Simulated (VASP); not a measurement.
# TaAlO3 (F-43m) in VASP: further runs

TaAlO3 is run at these levels: PBE; tasks: single point, relaxation of cell and atoms.

Everything below comes from runs of VASP 6.6.1. Logs are shortened: lines on timing, memory, paths and dates and some standing lists are left out, and cuts for length are marked.

### 1 The cell of the first run

Symmetry: F-43m, No. 216, cubic system. Conventional cell: a = 7.704 Å, b = 7.704 Å, c = 7.704 Å, α = 90.00°, β = 90.00°, γ = 90.00°. Ta (site symmetry -43m) has 12 O at 2.72 Å and 4 Al at 3.34 Å and 4 Ta at 3.34 Å within 3.6 Å. Ta (site symmetry -43m) has 6 O at 1.97 Å within 2.6 Å. Al (site symmetry -43m) has 6 O at 1.88 Å within 2.5 Å. Al (site symmetry -43m) has 12 O at 2.72 Å and 4 Al at 3.34 Å and 4 Ta at 3.34 Å within 3.6 Å. O (site symmetry 2mm) has 1 Al at 1.88 Å and 1 Ta at 1.97 Å within 2.5 Å.

The cell was generated, and may not be a known phase.

### 2 Single point, PBE, collinear spin

Input file INCAR:

```
ALGO = Normal
EDIFF = 1E-6
ENCUT = 600
GGA = PE
GGA_COMPAT = False
ISIF = 2
ISMEAR = 0
ISPIN = 2
LASPH = True
LCHARG = False
LMAXMIX = 4
LORBIT = 11
LREAL = False
LWAVE = False
MAGMOM = 1 1 0 0 0 0 0 0 0 0
NBANDS = 47
NELM = 200
PREC = Accurate
SIGMA = 0.1
```

Input file KPOINTS:

```
k-points
0
Gamma
  4 4 4
```

Input file POSCAR:

```
TaAlO3
1.0
    0.0000000000      3.8518906864      3.8518906864
    3.8518906864      0.0000000000      3.8518906864
    3.8518906864      3.8518906864      0.0000000000
Ta Al O
2 2 6
Direct
    0.5000000000      0.5000000000      0.5000000000
    0.2500000000      0.2500000000      0.2500000000
    0.7500000000      0.7500000000      0.7500000000
    0.0000000000      0.0000000000      0.0000000000
   -0.0062950821      0.5062950821      0.5062950821
    0.5062950821     -0.0062950821     -0.0062950821
    0.5062950821     -0.0062950821      0.5062950821
   -0.0062950821      0.5062950821     -0.0062950821
    0.5062950821      0.5062950821     -0.0062950821
   -0.0062950821     -0.0062950821      0.5062950821
```

Potentials or basis: VASP PAW PBE potentials, release 64 (Ta_pv, Al, O).

Started as:

```bash
> cat potpaw_PBE.64/Ta_pv/POTCAR potpaw_PBE.64/Al/POTCAR potpaw_PBE.64/O/POTCAR > POTCAR
> mpirun -np 1 vasp_std > vasp.out
```

OUTCAR:

```text
EDIFF = 1E-6
   ENCUT = 600
   GGA = PE
   ISIF = 2
   ISMEAR = 0
   ISPIN = 2
   LASPH = True
   LORBIT = 11
   LREAL = False
   NELM = 200
   PREC = Accurate

 ion  position               nearest neighbor table
   1  0.500  0.500  0.500-   5 2.72   7 2.72   9 2.72   6 2.72   8 2.72   9 2.72   6 2.72   7 2.72
                            10 2.72   5 2.72   8 2.72  10 2.72   2 3.34   2 3.34   3 3.34   2 3.34
   2  0.250  0.250  0.250-   5 1.97   6 1.97   7 1.97   8 1.97   9 1.97  10 1.97   4 3.34   4 3.34
                             4 3.34   1 3.34   1 3.34   1 3.34   4 3.34   1 3.34
   3  0.750  0.750  0.750-   5 1.88   6 1.88   7 1.88   8 1.88   9 1.88  10 1.88   1 3.34   1 3.34
                             1 3.34   4 3.34   4 3.34   4 3.34   4 3.34   1 3.34
   4  0.000  0.000  0.000-   3 3.34   3 3.34   3 3.34   2 3.34   2 3.34   2 3.34   3 3.34   2 3.34

   5  0.994  0.506  0.506-   3 1.88   2 1.97   1 2.72   1 2.72
   6  0.506  0.994  0.994-   3 1.88   2 1.97   1 2.72   1 2.72
   7  0.506  0.994  0.506-   3 1.88   2 1.97   1 2.72   1 2.72
   8  0.994  0.506  0.994-   3 1.88   2 1.97   1 2.72   1 2.72
   9  0.506  0.506  0.994-   3 1.88   2 1.97   1 2.72   1 2.72
  10  0.994  0.994  0.506-   3 1.88   2 1.97   1 2.72   1 2.72

  LATTYP: Found a face centered cubic cell.
 ALAT       =     7.7037813728

  Lattice vectors:

 A1 = (   0.0000000000,   3.8518906864,   3.8518906864)
 A2 = (   3.8518906864,   0.0000000000,   3.8518906864)
 A3 = (   3.8518906864,   3.8518906864,   0.0000000000)

Analysis of symmetry for initial positions (statically):
=====================================================================
 Subroutine PRICEL returns:
 Original cell was already a primitive cell.

 Routine SETGRP: Setting up the symmetry group for a
 face centered cubic supercell.

 Subroutine GETGRP returns: Found 24 space group operations
 (whereof 24 operations were pure point group operations)
 out of a pool of 48 trial point group operations.

The static configuration has the point symmetry T_d .

Analysis of symmetry for dynamics (positions and initial velocities):
=====================================================================
 Subroutine PRICEL returns:
 Original cell was already a primitive cell.

 Routine SETGRP: Setting up the symmetry group for a
 face centered cubic supercell.

 Subroutine GETGRP returns: Found 24 space group operations
 (whereof 24 operations were pure point group operations)
 out of a pool of 48 trial point group operations.

The dynamic configuration has the point symmetry T_d .

Analysis of structural, dynamic, and magnetic symmetry:
=====================================================================
[... 162 lines left out ...]
 fundamental gap:      0.0442161059
 Fermi energy:         6.5515832837

 spin component 1

 k-point     1 :       0.0000    0.0000    0.0000
  band No.  band energies     occupation
      1     -30.3817      1.00000
      2     -30.3817      1.00000
      3     -30.3817      1.00000
      4     -30.0143      1.00000
      5     -30.0143      1.00000
      6     -30.0143      1.00000
[... 365 lines left out ...]
     43      11.4883      0.00000
     44      12.1847      0.00000
 Fermi energy:         6.5515832837

 spin component 2

 k-point     1 :       0.0000    0.0000    0.0000
  band No.  band energies     occupation
      1     -29.9755      1.00000
      2     -29.9755      1.00000
      3     -29.9755      1.00000
      4     -29.1986      1.00000
      5     -29.1986      1.00000
      6     -29.1986      1.00000
[... 365 lines left out ...]
     43      11.6587      0.00000
     44      12.2014      0.00000
 [bands above 44 left out]

------------------------ aborting loop because EDIFF is reached ----------------------------------------

  FORCE on cell =-STRESS in cart. coord.  units (eV):
  Direction    XX          YY          ZZ          XY          YZ          ZX
  --------------------------------------------------------------------------------------
  -------------------------------------------------------------------------------------
  Total        0.0304071      0.0304071      0.0304071      0.0000000      0.0000000      0.0000000
  in kB        0.4262206      0.4262206      0.4262206      0.0000000      0.0000000      0.0000000
  external PRESSURE =       0.4262206 kB  Pullay stress =       0.0000000 kB

 VOLUME and BASIS-vectors are now :
 -----------------------------------------------------------------------------
  energy-cutoff  :      600.00
  volume of cell :      114.30
      direct lattice vectors                 reciprocal lattice vectors
     0.000000000  3.851890686  3.851890686    -0.129806384  0.129806384  0.129806384
     3.851890686  0.000000000  3.851890686     0.129806384 -0.129806384  0.129806384
     3.851890686  3.851890686  0.000000000     0.129806384  0.129806384 -0.129806384

 POSITION                                       TOTAL-FORCE (eV/Angst)
 -----------------------------------------------------------------------------------
      3.85189      3.85189      3.85189         0.000000      0.000000      0.000000
      1.92595      1.92595      1.92595         0.000000      0.000000      0.000000
      5.77784      5.77784      5.77784         0.000000     -0.000000     -0.000000
      0.00000      0.00000      0.00000         0.000000     -0.000000     -0.000000
      3.90039      5.77784      5.77784         0.076497      0.000000      0.000000
      7.65529      5.77784      5.77784        -0.076497      0.000000      0.000000
      5.77784      3.90039      5.77784         0.000000      0.076497      0.000000
      5.77784      7.65529      5.77784         0.000000     -0.076497      0.000000
      5.77784      5.77784      3.90039         0.000000      0.000000      0.076497
      5.77784      5.77784      7.65529         0.000000      0.000000     -0.076497
 -----------------------------------------------------------------------------------
    total drift:                               -0.000000     -0.000000     -0.000000

  FREE ENERGIE OF THE ION-ELECTRON SYSTEM (eV)
  ---------------------------------------------------
  free  energy   TOTEN  =       -77.8654611787 eV

  energy  without entropy=      -77.8397643751  energy(sigma->0) =      -77.85261278

 total charge

# of ion       s       p       d       tot
------------------------------------------
    1        0.159   6.006   2.193   8.358
    2        0.358   6.384   2.150   8.892
    3        0.301   0.404   0.000   0.704
    4        0.633   0.099   0.000   0.732
    5        1.570   3.485   0.000   5.055
    6        1.570   3.485   0.000   5.055
    7        1.570   3.485   0.000   5.055
    8        1.570   3.485   0.000   5.055
    9        1.570   3.485   0.000   5.055
   10        1.570   3.485   0.000   5.055
--------------------------------------------------
tot         10.872  33.802   4.342  49.016

 magnetization (x)

# of ion       s       p       d       tot
------------------------------------------
    1        0.043   0.010   1.700   1.753
    2        0.001   0.000   0.069   0.070
    3        0.000  -0.000   0.000   0.000
    4       -0.007  -0.000   0.000  -0.008
    5        0.005  -0.020   0.000  -0.015
    6        0.005  -0.020   0.000  -0.015
    7        0.005  -0.020   0.000  -0.015
    8        0.005  -0.020   0.000  -0.015
    9        0.005  -0.020   0.000  -0.015
   10        0.005  -0.020   0.000  -0.015
--------------------------------------------------
tot          0.064  -0.110   1.769   1.723
```

Run time: 4.1 min. Hardware: 1 thread of Oxide Virtual Turin-like, shared host; peak memory 0.4 GiB.

What came out:

```
Free energy                                           : -77.8655 eV
Pressure                                              : 0.0 GPa
Largest force                                         : 0.076 eV/Å
Net moment                                            : 2.28 μB per cell
Site moments                                          : Ta +1.75, +0.07; Al +0.00, -0.01; O -0.01 μB
Valence electrons inside the program's atomic spheres : Ta 8.36, 8.89; Al 0.70, 0.73; O 5.05
```

Forces in eV/Å, atoms in the order of the input:
```
Ta   0.000  0.000  0.000
Ta   0.000  0.000  0.000
Al   0.000  0.000  0.000
Al   0.000  0.000  0.000
O    0.076  0.000  0.000
O   -0.076  0.000  0.000
O    0.000  0.076  0.000
O    0.000 -0.076  0.000
O    0.000  0.000  0.076
O    0.000  0.000 -0.076
```

Caveat: spin-orbit coupling is left out, which moves the levels of the heavy elements.

### 3 Single point, PBE, collinear spin

This run uses another cell than the first one, of 12.26 Å³/atom.

Input file INCAR:

```
ALGO     = Normal         # electronic algorithm
EDIFF    = 1E-6           # SCF threshold, eV
ENCUT    = 600            # plane-wave cutoff, eV
GGA      = PE             # functional
GGA_COMPAT= False        
ISIF     = 2              # what is computed and relaxed
ISMEAR   = 0              # smearing method
ISPIN    = 2              # spin polarisation
LASPH    = True           # aspherical terms in the spheres
LCHARG   = False          # write CHGCAR
LMAXMIX  = 4              # l up to which the mixer works
LORBIT   = 11             # projections on sites
LREAL    = False          # projectors in reciprocal space
LWAVE    = False          # write WAVECAR
MAGMOM   = 1 1 0 0 0 0 0 0 0 0 # initial moments
NBANDS   = 47             # bands
NELM     = 200            # most SCF steps
PREC     = Accurate       # precision mode
SIGMA    = 0.1            # smearing width, eV
```

KPOINTS is that of step 2.

Input file POSCAR:

```
TaAlO3
1.0
    0.0000000000      3.9425945800      3.9425945800
    3.9425945800      0.0000000000      3.9425945800
    3.9425945800      3.9425945800      0.0000000000
Ta Al O
2 2 6
Direct
    0.5000000000      0.5000000000      0.5000000000
    0.2500000000      0.2500000000      0.2500000000
    0.7500000000      0.7500000000      0.7500000000
    0.0000000000      0.0000000000      0.0000000000
    0.0142940100      0.4857059900      0.4857059900
    0.4857059900      0.0142940100      0.0142940100
    0.4857059900      0.0142940100      0.4857059900
    0.0142940100      0.4857059900      0.0142940100
    0.4857059900      0.4857059900      0.0142940100
    0.0142940100      0.0142940100      0.4857059900
```

Potentials or basis: VASP PAW PBE potentials, release 64 (Ta_pv, Al, O).

Started as:

```bash
> cat potpaw_PBE.64/Ta_pv/POTCAR potpaw_PBE.64/Al/POTCAR potpaw_PBE.64/O/POTCAR > POTCAR
> mpirun -np 1 vasp_std > vasp.out
```

It took 3.2 min on 1 thread of Oxide Virtual Turin-like, shared host; peak memory 0.41 GiB.

The run converged. Its results:

| Item | Value |
| --- | --- |
| Free energy | -74.6701 eV |
| Pressure | 7.0 GPa |
| Largest force | 6.851 eV/Å |
| Net moment | 2.20 μB per cell |
| Site moments | Ta +1.76, +0.03; Al -0.00, -0.01; O -0.02 μB |
| Valence electrons inside the program's atomic spheres | Ta 8.31, 9.45; Al 0.54, 0.72; O 5.05 |

Forces on the atoms (eV/Å):
```
Ta   0.000  0.000  0.000
Ta   0.000  0.000  0.000
Al   0.000  0.000  0.000
Al   0.000  0.000  0.000
O    6.851  0.000  0.000
O   -6.851  0.000  0.000
O    0.000  6.851  0.000
O    0.000 -6.851  0.000
O    0.000  0.000  6.851
O    0.000  0.000 -6.851
```

Levels at points of the mesh, in eV from the Fermi level:
Spin up:
```
           k point  band 31  band 32  band 33  band 34  band 35  band 36
(0.00, 0.00, 0.00)    -2.21    -0.96    -0.96    -0.62    -0.62    -0.62
(0.50, 0.00, 0.00)    -0.68    -0.67    -0.67    -0.32     0.84     0.84
(0.50, 0.50, 0.00)    -0.53    -0.31     0.03     0.42     1.14     1.14
```
Spin down:
| k point | band 28 | band 29 | band 30 | band 31 | band 32 | band 33 | band 34 | band 35 |
| --- | --- | --- | --- | --- | --- | --- | --- | --- |
| (0.00, 0.00, 0.00) | -2.61 | -2.25 | -2.25 | -2.25 | 0.56 | 0.56 | 0.56 | 0.93 |
| (0.50, 0.00, 0.00) | -2.93 | -2.93 | -2.60 | -0.66 | 0.91 | 0.96 | 0.96 | 2.09 |
| (0.50, 0.50, 0.00) | -3.12 | -3.12 | -2.32 | 0.01 | 0.98 | 1.37 | 2.04 | 2.23 |

Caveat: the cell stands under pressure; spin-orbit coupling is left out, which moves the levels of the heavy elements; forces of over 1 eV/Å act on the atoms, so gaps and moduli don't describe the material at rest.

(Continued in part 2 of 2.)
